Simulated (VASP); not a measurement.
# ZnS (F-43m) in VASP: notebook

ZnS is run at these levels: LDA; tasks: elastic constants.

Program: VASP 6.6.1. These are calculated values, not measurements. Logs are shortened: lines on timing, memory, paths and dates and some standing lists are left out, and cuts for length are marked.

## (1) The cell of the first run

Symmetry: F-43m, No. 216, cubic system. Conventional cell: a = 5.277 Å, b = 5.277 Å, c = 5.277 Å, α = 90.00°, β = 90.00°, γ = 90.00°. Zn (site symmetry -43m) has 4 S at 2.28 Å within 3.0 Å. S (site symmetry -43m) has 4 Zn at 2.28 Å within 3.0 Å.

## (2) Elastic constants, LDA

Contents of INCAR:

```
  PREC = Accurate
  ENCUT = 600
  EDIFF = 1E-8
  ISMEAR = 0
  SIGMA = 0.01
  LREAL = F
  LASPH = T
  NELM = 60
  ALGO = Normal
  ISIF = 3
  LWAVE = F
  LCHARG = F
  GGA = CA
  IBRION = 6
  NFREE = 2
  POTIM = 0.015
  NSW = 1
```

Contents of KPOINTS:

```
regular mesh
0
Gamma
  8 8 8
```

Contents of POSCAR:

```
ZnS
1.0
    0.0000000000      2.6383575278      2.6383575278
    2.6383575278      0.0000000000      2.6383575278
    2.6383575278      2.6383575278      0.0000000000
Zn S
1 1
Direct
    0.7500000000      0.7500000000      0.7500000000
    0.0000000000      0.0000000000      0.0000000000
```

Potentials or basis: VASP PAW LDA potentials, release 64 (Zn, S).

Launch:

```
cat potpaw_LDA.64/Zn/POTCAR potpaw_LDA.64/S/POTCAR > POTCAR
mpirun -np 1 vasp_std > vasp.out
```

OUTCAR:

```text
PREC = Accurate
   ENCUT = 600
   EDIFF = 1E-8
   ISMEAR = 0
   LREAL = F
   LASPH = T
   NELM = 60
   ISIF = 3
   GGA = CA
   IBRION = 6
   NFREE = 2
   POTIM = 0.015
   NSW = 1

 ion  position               nearest neighbor table
   1  0.750  0.750  0.750-   2 2.28   2 2.28   2 2.28   2 2.28
   2  0.000  0.000  0.000-   1 2.28   1 2.28   1 2.28   1 2.28

  LATTYP: Found a face centered cubic cell.
 ALAT       =     5.2767150556

  Lattice vectors:

 A1 = (   0.0000000000,   2.6383575278,   2.6383575278)
 A2 = (   2.6383575278,   0.0000000000,   2.6383575278)
 A3 = (   2.6383575278,   2.6383575278,   0.0000000000)

Analysis of symmetry for initial positions (statically):
=====================================================================
 Subroutine PRICEL returns:
 Original cell was already a primitive cell.

 Routine SETGRP: Setting up the symmetry group for a
 face centered cubic supercell.

 Subroutine GETGRP returns: Found 24 space group operations
 (whereof 24 operations were pure point group operations)
 out of a pool of 48 trial point group operations.

The static configuration has the point symmetry T_d .

Analysis of symmetry for dynamics (positions and initial velocities):
=====================================================================
 Subroutine PRICEL returns:
 Original cell was already a primitive cell.

 Routine SETGRP: Setting up the symmetry group for a
 face centered cubic supercell.

 Subroutine GETGRP returns: Found 24 space group operations
 (whereof 24 operations were pure point group operations)
 out of a pool of 48 trial point group operations.

The dynamic configuration has the point symmetry T_d .

 Subroutine INISYM returns: Found 24 space group operations
 (whereof 24 operations are pure point group operations),
 and found     1 'primitive' translations

----------------------------------------------------------------------------------------

                                     Primitive cell

  volume of cell :      36.7308

  direct lattice vectors                    reciprocal lattice vectors
     0.000000000  2.638357528  2.638357528    -0.189511844  0.189511844  0.189511844
     2.638357528  0.000000000  2.638357528     0.189511844 -0.189511844  0.189511844
     2.638357528  2.638357528  0.000000000     0.189511844  0.189511844 -0.189511844

  length of vectors
     3.731200998  3.731200998  3.731200998     0.328244142  0.328244142  0.328244142

  position of ions in fractional coordinates (direct lattice)
     0.750000000  0.750000000  0.750000000
     0.000000000  0.000000000  0.000000000

  ion indices of the primitive-cell ions
   primitive index   ion index
                 1           1
                 2           2

----------------------------------------------------------------------------------------

 KPOINTS: regular mesh

Automatic generation of k-mesh.
 Grid dimensions read from file:
 generate k-points for:    8    8    8

 Generating k-lattice:

  Cartesian coordinates                     Fractional coordinates (reciprocal lattice)
    -0.023688980  0.023688980  0.023688980     0.125000000  0.000000000  0.000000000
     0.023688980 -0.023688980  0.023688980     0.000000000  0.125000000  0.000000000
     0.023688980  0.023688980 -0.023688980     0.000000000  0.000000000  0.125000000

[... 112 lines left out ...]
  --------------------------------------------------------------------------------------
  -------------------------------------------------------------------------------------
  Total        0.2913052      0.2913052      0.2913052     -0.0000000      0.0000000      0.0000000
  in kB       12.7065571     12.7065571     12.7065571     -0.0000000      0.0000000      0.0000000
  external PRESSURE =      12.7065571 kB  Pullay stress =       0.0000000 kB
[... 89 lines left out ...]
  FREE ENERGIE OF THE ION-ELECTRON SYSTEM (eV)
  ---------------------------------------------------
  free  energy   TOTEN  =        -8.1980827625 eV

  energy  without entropy=       -8.1980827625  energy(sigma->0) =       -8.19808276

[... ionic steps 4 to 14 ...]

--------------------------------------- Ionic step       15  -------------------------------------------

 number of electron      17.9999993 magnetization

------------------------ aborting loop because EDIFF is reached ----------------------------------------
[... 67 lines left out ...]
--------------------------------------- Ionic step       17  -------------------------------------------

 number of electron      17.9999985 magnetization

 Free energy of the ion-electron system (eV)
  ---------------------------------------------------
  ext. energy  EPLUGINS =         0.00000000
  ---------------------------------------------------
  free energy    TOTEN  =        -8.20482524 eV

  energy without entropy =       -8.20482524  energy(sigma->0) =       -8.20482524

 E-fermi :   2.7229     XC(G=0): -10.3695

 val. band max:        2.6427260442   @ k =   0.0000   0.0000   0.0000
 cond. band min:       4.8426702838   @ k =   0.0000   0.0000   0.0000
 fundamental gap:      2.1999442396
 Fermi energy:         2.7228829553

 k-point     1 :       0.0000    0.0000    0.0000
  band No.  band energies     occupation
      1     -11.0054      2.00000
      2      -4.1951      2.00000
      3      -4.1822      2.00000
      4      -4.1691      2.00000
      5      -3.6149      2.00000
      6      -3.6148      2.00000
      7       2.6155      2.00000
      8       2.6300      2.00000
      9       2.6427      2.00000
     10       4.8427      0.00000
     11       8.8207      0.00000
     12       8.8278      0.00000
     13       8.8365      0.00000
[... 354 lines left out ...]
  band No.  band energies     occupation
      1      -9.7315      2.00000
      2      -4.0430      2.00000
      3      -3.9663      2.00000
      4      -3.6939      2.00000
      5      -3.6032      2.00000
      6      -3.3016      2.00000
      7      -2.7710      2.00000
      8      -0.0212      2.00000
      9       0.9698      2.00000
     10       7.5562      0.00000
     11       8.3576      0.00000
     12      10.4860      0.00000
     13      11.6895      0.00000

 [... further k-points ...]

------------------------ aborting loop because EDIFF is reached ----------------------------------------

  FORCE on cell =-STRESS in cart. coord.  units (eV):
  Direction    XX          YY          ZZ          XY          YZ          ZX
  --------------------------------------------------------------------------------------
  -------------------------------------------------------------------------------------
  Total        0.2911574      0.2936163      0.2936163      0.0000000      0.1097185      0.0000000
  in kB       12.7001112     12.8073656     12.8073656      0.0000000      4.7858538      0.0000000
  external PRESSURE =      12.7716141 kB  Pullay stress =       0.0000000 kB
[... 17 lines left out ...]
  FREE ENERGIE OF THE ION-ELECTRON SYSTEM (eV)
  ---------------------------------------------------
  free  energy   TOTEN  =        -8.2048252436 eV

  energy  without entropy=       -8.2048252436  energy(sigma->0) =       -8.20482524

 INTERNAL STRAIN TENSORS FROM STRAINED CELLS
 ============================================

 INTERNAL STRAIN TENSOR FOR ION    1 for displacements in x,y,z  (eV/Angst):
          X           Y           Z          XY          YZ          ZX
  --------------------------------------------------------------------------------
  x     0.00000     0.00000    -0.00000     0.00000     7.31515     0.00000
  y     0.00000     0.00000    -0.00000     0.00000    -0.00000     7.31557
  z     0.00000    -0.00000    -0.00000     7.31581    -0.00000     0.00000

 INTERNAL STRAIN TENSORS FROM DISPLACED ATOMS
 ============================================

 INTERNAL STRAIN TENSOR FOR ION    1 for displacements in x,y,z  (eV/Angst):
          X           Y           Z          XY          YZ          ZX
  --------------------------------------------------------------------------------
  x     0.00000    -0.00000    -0.00000     0.00000     7.30802     0.00000
  y    -0.00000     0.00000    -0.00000     0.00000     0.00000     7.30802
  z    -0.00000    -0.00000     0.00000     7.30802     0.00000     0.00000

 INTERNAL STRAIN TENSOR FOR ION    2 for displacements in x,y,z  (eV/Angst):
          X           Y           Z          XY          YZ          ZX
  --------------------------------------------------------------------------------
  x     0.00000     0.00000     0.00000     0.00000    -7.31451     0.00000
  y    -0.00000     0.00000    -0.00000     0.00000     0.00000    -7.31451
  z     0.00000     0.00000     0.00000    -7.31451     0.00000     0.00000

 Eigenvectors and eigenvalues of the dynamical matrix
 ----------------------------------------------------

   1 f  =    8.926675 THz    56.087951 2PiTHz  297.761813 cm-1    36.917743 meV
             X         Y         Z           dx          dy          dz
      3.957536  3.957536  3.957536    -0.572369    0.000000    0.000000
      0.000000  0.000000  0.000000     0.819996    0.000000    0.000000
[... 21 lines left out ...]
   6 f/i=    0.013538 THz     0.085059 2PiTHz    0.451563 cm-1     0.055987 meV
             X         Y         Z           dx          dy          dz
      3.957536  3.957536  3.957536    -0.819996    0.000000    0.000000
      0.000000  0.000000  0.000000    -0.572369    0.000000    0.000000

--------------------------------------------------------------------------------------------------------

 ELASTIC MODULI CONTR FROM IONIC RELAXATION (kBar)
 Direction    XX          YY          ZZ          XY          YZ          ZX
 --------------------------------------------------------------------------------
 XX          -0.0000     -0.0000     -0.0000      0.0000      0.0000      0.0000
 YY          -0.0000     -0.0000     -0.0000      0.0000      0.0000      0.0000
 ZZ          -0.0000     -0.0000     -0.0000      0.0000      0.0000      0.0000
 XY           0.0000      0.0000      0.0000   -332.7502      0.0000     -0.0000
 YZ           0.0000      0.0000      0.0000      0.0000   -332.7502      0.0000
 ZX           0.0000      0.0000      0.0000     -0.0000      0.0000   -332.7502
 --------------------------------------------------------------------------------

 TOTAL ELASTIC MODULI (kBar)
 Direction    XX          YY          ZZ          XY          YZ          ZX
 --------------------------------------------------------------------------------
 XX        1202.3346    758.1427    758.1427     -0.0000     -0.0000      0.0000
 YY         758.1427   1202.3346    758.1427      0.0000      0.0000     -0.0000
 ZZ         758.1427    758.1427   1202.3346     -0.0000      0.0000     -0.0000
 XY          -0.0000      0.0000     -0.0000    518.6302      0.0000     -0.0000
 YZ          -0.0000      0.0000      0.0000      0.0000    518.6302      0.0000
 ZX           0.0000     -0.0000     -0.0000     -0.0000      0.0000    518.6302
 --------------------------------------------------------------------------------
```

It took 12 min on 1 thread of Intel Xeon 6975P-C, shared host; peak memory 0.29 GiB.

Results:

* Elastic constants C11, C12, C44: 120, 76, 52 GPa
* Voigt bulk modulus: 91 GPa
* Highest phonon frequency at Γ, LO-TO splitting left out: 298 cm⁻¹

Phonon frequencies in cm⁻¹ (negative: imaginary):
```csv
q point,frequencies
"(0.000, 0.000, 0.000)",0 0 0 298 298 298
```

Elastic tensor in Voigt notation (GPa, in the Cartesian axes of the cell as first typed):
```
120  76  76   0   0   0
 76 120  76   0   0   0
 76  76 120   0   0   0
  0   0   0  52   0   0
  0   0   0   0  52   0
  0   0   0   0   0  52
```

Clamped-ion elastic tensor (GPa):
```
120  76  76   0   0   0
 76 120  76   0   0   0
 76  76 120   0   0   0
  0   0   0  85   0   0
  0   0   0   0  85   0
  0   0   0   0   0  85
```

Caveat: the cell is under stress, which shifts elastic constants.

[end of part 1 of 2]
